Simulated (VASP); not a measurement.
# Ge (P6_3/mmc) in VASP: notebook

Ge is run at these levels: r2SCAN; tasks: single point.

Everything below comes from runs of VASP 6.6.1. Logs are shortened: lines on timing, memory, paths and dates and some standing lists are left out, and cuts for length are marked.

### 1 The cell of the first run

Symmetry: P6_3/mmc, No. 194, hexagonal system. The conventional cell has a = 4.063 Å, b = 4.063 Å, c = 6.708 Å, α = 90.00°, β = 90.00°, γ = 120.00°. Ge (site symmetry 3m) has 4 Ge at 2.49 to 2.51 Å within 3.3 Å.

This isn't the form of Ge at room conditions, which is diamond.

### 2 Single point, r2SCAN

POSCAR

```
Ge
1.0
    4.0631318465      0.0000000000      0.0000000000
   -2.0315659232      3.5187753677      0.0000000000
    0.0000000000      0.0000000000      6.7075837564
Ge
4
Direct
    0.6666666667      0.3333333333      0.0629010000
    0.3333333333      0.6666666667      0.5629010000
    0.6666666667      0.3333333333      0.4370990000
    0.3333333333      0.6666666667      0.9370990000
```

INCAR.step1

```
SYSTEM = Ge
PREC = Accurate
ENCUT = 520
ISMEAR = -1
SIGMA = 0.05
LREAL = .FALSE.
LASPH = .TRUE.
NELM = 60
NBANDS = 36
GGA = PE
ALGO = Normal
EDIFF = 1E-4
LWAVE = .TRUE.
LCHARG = .FALSE.
```

INCAR.step2

```
SYSTEM = Ge
PREC = Accurate
ENCUT = 520
EDIFF = 1E-7
ISMEAR = -1
SIGMA = 0.05
LREAL = .FALSE.
LASPH = .TRUE.
NELM = 60
ALGO = Normal
ISIF = 2
LWAVE = .FALSE.
LCHARG = .FALSE.
METAGGA = R2SCAN
LMIXTAU = .TRUE.
NBANDS = 36
ISTART = 1
```

KPOINTS

```
Automatic mesh
0
G
  7 7 4
  0 0 0
```

Potentials or basis: VASP PAW PBE potentials, release 64 (Ge_d).

Run with:

```
cat potpaw_PBE.64/Ge_d/POTCAR > POTCAR
cp INCAR.step1 INCAR
mpirun -np 1 vasp_std > vasp.out
cp INCAR.step2 INCAR
mpirun -np 1 vasp_std > vasp.out
```

OUTCAR:

```text
SYSTEM = Ge
   PREC = Accurate
   ENCUT = 520
   EDIFF = 1E-7
   ISMEAR = -1
   LREAL = .FALSE.
   LASPH = .TRUE.
   NELM = 60
   ISIF = 2
   METAGGA = R2SCAN
   ISTART = 1

 ion  position               nearest neighbor table
   1  0.667  0.333  0.063-   4 2.49   4 2.49   4 2.49   3 2.51
   2  0.333  0.667  0.563-   3 2.49   3 2.49   3 2.49   4 2.51
   3  0.667  0.333  0.437-   2 2.49   2 2.49   2 2.49   1 2.51
   4  0.333  0.667  0.937-   1 2.49   1 2.49   1 2.49   2 2.51

  LATTYP: Found a hexagonal cell.
 ALAT       =     4.0631318465
 C/A-ratio  =     1.6508407824

  Lattice vectors:

 A1 = (   4.0631318465,   0.0000000000,   0.0000000000)
 A2 = (  -2.0315659232,   3.5187753677,   0.0000000000)
 A3 = (   0.0000000000,   0.0000000000,   6.7075837564)

Analysis of symmetry for initial positions (statically):
=====================================================================
 Subroutine PRICEL returns:
 Original cell was already a primitive cell.

 Routine SETGRP: Setting up the symmetry group for a
 hexagonal supercell.

 Subroutine GETGRP returns: Found 24 space group operations
 (whereof 12 operations were pure point group operations)
 out of a pool of 24 trial point group operations.

The static configuration has the point symmetry D_3d.
 The point group associated with its full space group is D_6h.

Analysis of symmetry for dynamics (positions and initial velocities):
=====================================================================
 Subroutine PRICEL returns:
 Original cell was already a primitive cell.

 Routine SETGRP: Setting up the symmetry group for a
 hexagonal supercell.

 Subroutine GETGRP returns: Found 24 space group operations
 (whereof 12 operations were pure point group operations)
 out of a pool of 24 trial point group operations.

The dynamic configuration has the point symmetry D_3d.
 The point group associated with its full space group is D_6h.

 Subroutine INISYM returns: Found 24 space group operations
 (whereof 12 operations are pure point group operations),
 and found     1 'primitive' translations

----------------------------------------------------------------------------------------

                                     Primitive cell

  volume of cell :      95.9000

  direct lattice vectors                    reciprocal lattice vectors
     4.063131847  0.000000000  0.000000000     0.246115567  0.142094890  0.000000000
    -2.031565923  3.518775368  0.000000000     0.000000000  0.284189781  0.000000000
     0.000000000  0.000000000  6.707583756     0.000000000  0.000000000  0.149084981

  length of vectors
     4.063131847  4.063131820  6.707583756     0.284189779  0.284189781  0.149084981

  position of ions in fractional coordinates (direct lattice)
     0.666666667  0.333333333  0.062901000
     0.333333333  0.666666667  0.562901000
     0.666666667  0.333333333  0.437099000
     0.333333333  0.666666667  0.937099000

  ion indices of the primitive-cell ions
   primitive index   ion index
                 1           1
                 2           2
                 3           3
                 4           4

----------------------------------------------------------------------------------------

 KPOINTS: Automatic mesh

Automatic generation of k-mesh.
 Grid dimensions read from file:
 generate k-points for:    7    7    4

 Generating k-lattice:

  Cartesian coordinates                     Fractional coordinates (reciprocal lattice)
     0.035159367  0.020299270  0.000000000     0.142857143  0.000000000  0.000000000
     0.000000000  0.040598540  0.000000000     0.000000000  0.142857143  0.000000000
     0.000000000  0.000000000  0.037271245     0.000000000  0.000000000  0.250000000

  Length of vectors
     0.040598540  0.040598540  0.037271245

  Shift w.r.t. Gamma in fractional coordinates (k-lattice)
     0.000000000  0.000000000  0.000000000

 Subroutine IBZKPT returns following result:
 ===========================================

 Found     24 irreducible k-points:

 Following reciprocal coordinates:
            Coordinates               Weight
  0.000000  0.000000  0.000000      1.000000
  0.142857  0.000000  0.000000      6.000000
  0.285714 -0.000000  0.000000      6.000000
  0.428571 -0.000000  0.000000      6.000000
  0.142857  0.142857  0.000000      6.000000
  0.285714  0.142857  0.000000     12.000000
[... 16 lines left out ...]
  0.428571  0.142857  0.500000      6.000000
  0.285714  0.285714  0.500000      6.000000
   k-points           NKPTS =     24   k-points in BZ     NKDIM =     24   number of bands    NBANDS=     36
   number of dos      NEDOS =    301   number of ions     NIONS =      4
   total plane-waves  NPLWV =  45000
   dimension x,y,z NGX =    30 NGY =   30 NGZ =   50
   dimension x,y,z NGXF=    60 NGYF=   60 NGZF=  100
   ions per type =               4
   NGX,Y,Z   is equivalent  to a cutoff of  12.27, 12.27, 12.39 a.u.
   NGXF,Y,Z  is equivalent  to a cutoff of  24.55, 24.55, 24.78 a.u.
 SYSTEM =  Ge
   PREC   = accura    normal or accurate (medium, high low for compatibility)
   ISTART =      1    job   : 0-new  1-cont  2-samecut
   ICHARG =      0    charge: 1-file 2-atom 10-const
   ISPIN  =      1    spin polarized calculation?
   LNONCOLLINEAR =      F non collinear calculations
   LSORBIT =      F    spin-orbit coupling
   LASPH  =      T    aspherical Exc in radial PAW
   ENCUT  =  520.0 eV  38.22 Ry    6.18 a.u.   7.55  7.55 12.47*2*pi/ulx,y,z
   NELM   =     60;   NELMIN=  2; NELMDL=  0     # of ELM steps
   EDIFF  = 0.1E-06   stopping-criterion for ELM
   LREAL  =      F    real-space projection
   EDIFFG = 0.1E-05   stopping-criterion for IOM
   NSW    =      0    number of steps for IOM
   IBRION =     -1    ionic relax: 0-MD 1-quasi-New 2-CG
   NFREE  =      0    steps in history (QN), initial steepest desc. (CG)
   ISIF   =      2    stress and relaxation
   ISYM   =      2    0-nonsym 1-usesym 2-fastsym
   POTIM  = 0.5000    time-step for ionic-motion
   TEBEG  =    0.0;   TEEND  =   0.0 temperature during run
   PSTRESS=    0.0 pullay stress
   NELECT =      56.0000    total number of electrons
   NUPDOWN=      -1.0000    fix difference up-down
   EMIN   =  10.00;   EMAX   =-10.00  energy-range for DOS
   EFERMI =   0.00;   METHOD = LEGACY
   ISMEAR =    -1;   SIGMA  =   0.05  broadening in eV -4-tet -1-fermi 0-gaus
   EFERMI_NEDOS =   21; number of points for ismear=-14 and -15
   IALGO  =     38    algorithm
   IMIX   =      4    mixing-type and parameters
     AMIX     =   0.40;   BMIX     =  1.00
     AMIX_MAG =   1.60;   BMIX_MAG =  1.00
  volume/ion in A,a.u.               =      23.97       161.79
  Fermi-wavevector in a.u.,A,eV,Ry     =   1.368352  2.585811 25.475393  1.872389
  Thomas-Fermi vector in A             =   2.494324
   LORBIT       =      0    0 simple, 1 ext, 2 COOP (PROOUT), +10 PAW based schemes
   METAGGA = R2SCAN    functional components
   LHFCALC =     F    Hartree Fock is set to
   AEXX    =    0.0000 exact exchange contribution
   IVDW    =     0    specifies the selected vdW correction
   LEPSILON=     F    determine dielectric tensor
   LRPA    =     F    only Hartree local field effects (RPA)
 non-spin polarized calculation
  energy-cutoff  :      520.00
  volume of cell :       95.90
 maximum number of plane-waves:      2607
 NGX is ok and might be reduce to    30
   NGX = 15   NGY = 15   NGZ = 25

 number of electron      55.9999978 magnetization

 Free energy of the ion-electron system (eV)
  ---------------------------------------------------
  ext. energy  EPLUGINS =         0.00000000
  ---------------------------------------------------
  free energy    TOTEN  =       -55.36023594 eV

  energy without entropy =      -55.35901853  energy(sigma->0) =      -55.35962723

 E-fermi :   4.3634     XC(G=0): -10.5167

 val. band max:        4.3587163177   @ k =   0.0000   0.0000   0.0000
 cond. band min:       4.4176070387   @ k =   0.0000   0.0000   0.0000
 fundamental gap:      0.0588907210
 Fermi energy:         4.3633905734

 k-point     1 :       0.0000    0.0000    0.0000
  band No.  band energies     occupation
      1     -21.1957      2.00000
      2     -21.1956      2.00000
      3     -21.1612      2.00000
      4     -21.1605      2.00000
      5     -21.1604      2.00000
      6     -21.1491      2.00000
[... 28 lines left out ...]
     35       9.0298      0.00000
     36      10.9050      0.00000

 k-point     2 :       0.1429    0.0000    0.0000
  band No.  band energies     occupation
      1     -21.2055      2.00000
      2     -21.1990      2.00000
      3     -21.1708      2.00000
      4     -21.1663      2.00000
      5     -21.1600      2.00000
      6     -21.1370      2.00000
[... 28 lines left out ...]
     35       9.8771      0.00000
     36      10.7414      0.00000

 k-point     3 :       0.2857   -0.0000    0.0000
  band No.  band energies     occupation
      1     -21.2135      2.00000
      2     -21.2030      2.00000
      3     -21.1852      2.00000
      4     -21.1749      2.00000
      5     -21.1535      2.00000
      6     -21.1253      2.00000
[... 28 lines left out ...]
     35      11.2711      0.00000
     36      11.7755      0.00000
[... 742 lines left out ...]
 k-point    23 :       0.4286    0.1429    0.5000
  band No.  band energies     occupation
      1     -21.2017      2.00000
      2     -21.2017      2.00000
      3     -21.1894      2.00000
      4     -21.1894      2.00000
      5     -21.1327      2.00000
      6     -21.1327      2.00000
[... 28 lines left out ...]
     35      12.4918      0.00000
     36      12.4918      0.00000

 k-point    24 :       0.2857    0.2857    0.5000
  band No.  band energies     occupation
      1     -21.2080      2.00000
      2     -21.2080      2.00000
      3     -21.1895      2.00000
      4     -21.1895      2.00000
      5     -21.1296      2.00000
      6     -21.1296      2.00000
[... 28 lines left out ...]
     35      10.6286      0.00000
     36      10.6286      0.00000

------------------------ aborting loop because EDIFF is reached ----------------------------------------

  FORCE on cell =-STRESS in cart. coord.  units (eV):
  Direction    XX          YY          ZZ          XY          YZ          ZX
  --------------------------------------------------------------------------------------
  -------------------------------------------------------------------------------------
  Total       -1.7603501     -1.7603501     -1.8365903     -0.0000000     -0.0000000      0.0000000
  in kB      -29.4097321    -29.4097316    -30.6834579     -0.0000000     -0.0000000      0.0000000
  external PRESSURE =     -29.8343072 kB  Pullay stress =       0.0000000 kB

 VOLUME and BASIS-vectors are now :
 -----------------------------------------------------------------------------
  energy-cutoff  :      520.00
  volume of cell :       95.90
      direct lattice vectors                 reciprocal lattice vectors
     4.063131847  0.000000000  0.000000000     0.246115567  0.142094890  0.000000000
    -2.031565923  3.518775368  0.000000000     0.000000000  0.284189781  0.000000000
     0.000000000  0.000000000  6.707583756     0.000000000  0.000000000  0.149084981

 POSITION                                       TOTAL-FORCE (eV/Angst)
 -----------------------------------------------------------------------------------
      2.03157      1.17293      0.42191         0.000000     -0.000000      0.000346
     -0.00000      2.34585      3.77571         0.000000      0.000000      0.000346
      2.03157      1.17293      2.93188        -0.000000     -0.000000     -0.000346
     -0.00000      2.34585      6.28567        -0.000000      0.000000     -0.000346
 -----------------------------------------------------------------------------------
    total drift:                               -0.000000      0.000000     -0.000000

  FREE ENERGIE OF THE ION-ELECTRON SYSTEM (eV)
  ---------------------------------------------------
  free  energy   TOTEN  =       -55.3602359386 eV

  energy  without entropy=      -55.3590185267  energy(sigma->0) =      -55.35962723
```

Wall time 8.7 min (1 thread of Intel Xeon 8259CL, shared host); peak memory 0.24 GiB.

What came out:

- Free energy: -55.3602 eV
- Pressure: -3.0 GPa
- Band gap on the k mesh: 0.06 eV

Levels at points of the mesh, in eV from the valence-band top:
```
           k point  band 24  band 25  band 26  band 27  band 28  band 29  band 30  band 31  band 32  band 33
(0.00, 0.00, 0.00)    -1.53    -1.53    -0.21    -0.15     0.00     0.06     0.06     2.37     2.37     2.83
(0.00, 0.00, 0.50)    -4.91    -0.90    -0.90    -0.90    -0.90     0.75     0.75     3.49     3.49     3.49
```

Caveat: the PAW data sets were made with another functional, which shifts forces and pressure a little; an odd mesh through Γ misses points on the zone boundary, where band edges can lie.

### 3 Single point, r2SCAN

This run uses another cell than the first one, of 24.55 Å³/atom.

POSCAR

```
Ge
1.0
    4.0951263279      0.0000000000      0.0000000000
   -2.0475631640      3.5464834011      0.0000000000
    0.0000000000      0.0000000000      6.7604015512
Ge
4
Direct
    0.6666666667      0.3333333333      0.0629010000
    0.3333333333      0.6666666667      0.5629010000
    0.6666666667      0.3333333333      0.4370990000
    0.3333333333      0.6666666667      0.9370990000
```

INCAR.step1

```
  PREC = Accurate
  ENCUT = 520
  ISMEAR = -1
  SIGMA = 0.05
  LREAL = False
  LASPH = True
  NELM = 60
  NBANDS = 36
  GGA = PE
  ALGO = Normal
  EDIFF = 1E-4
  LWAVE = True
  LCHARG = False
```

INCAR.step2

```
  PREC = Accurate
  ENCUT = 520
  EDIFF = 1E-6
  ISMEAR = -1
  SIGMA = 0.05
  LREAL = False
  LASPH = True
  NELM = 60
  ALGO = Normal
  ISIF = 2
  LWAVE = False
  LCHARG = False
  METAGGA = R2SCAN
  LMIXTAU = True
  NBANDS = 36
  ISTART = 1
```

KPOINTS

```
regular mesh
0
Gamma
  7 7 4
```

Potentials or basis: VASP PAW PBE potentials, release 64 (Ge_d).

Run with:

```
cat potpaw_PBE.64/Ge_d/POTCAR > POTCAR
cp INCAR.step1 INCAR
mpirun -np 1 vasp_std > vasp.out
cp INCAR.step2 INCAR
mpirun -np 1 vasp_std > vasp.out
```

Run time: 6.2 min. Hardware: 1 thread of Intel Xeon 8259CL, shared host; peak memory 0.24 GiB.

Results (log left out):

* Free energy: -55.3094 eV
* Pressure: -4.3 GPa
* Largest force: 0.014 eV/Å
* Band gap on the k mesh: 0.12 eV

Forces in eV/Å, atoms in the order of the input:
```
Ge   0.000  0.000 -0.014
Ge   0.000  0.000 -0.014
Ge   0.000  0.000  0.014
Ge   0.000  0.000  0.014
```

Stress tensor (GPa, compression positive):
```
-4.19  0.00  0.00
 0.00 -4.19  0.00
 0.00  0.00 -4.38
```

Levels at points of the mesh, in eV from the valence-band top:
```csv
k point,band 25,band 26,band 27,band 28,band 29,band 30,band 31,band 32
"(0.00, 0.00, 0.00)",-1.43,-0.31,-0.14,0.00,0.12,0.12,2.43,2.43
"(0.00, 0.00, 0.50)",-0.82,-0.82,-0.82,-0.82,0.73,0.73,3.53,3.53
```

Caveat: the cell stands under tension; the PAW data sets were made with another functional, which shifts forces and pressure a little; an odd mesh through Γ misses points on the zone boundary, where band edges can lie.
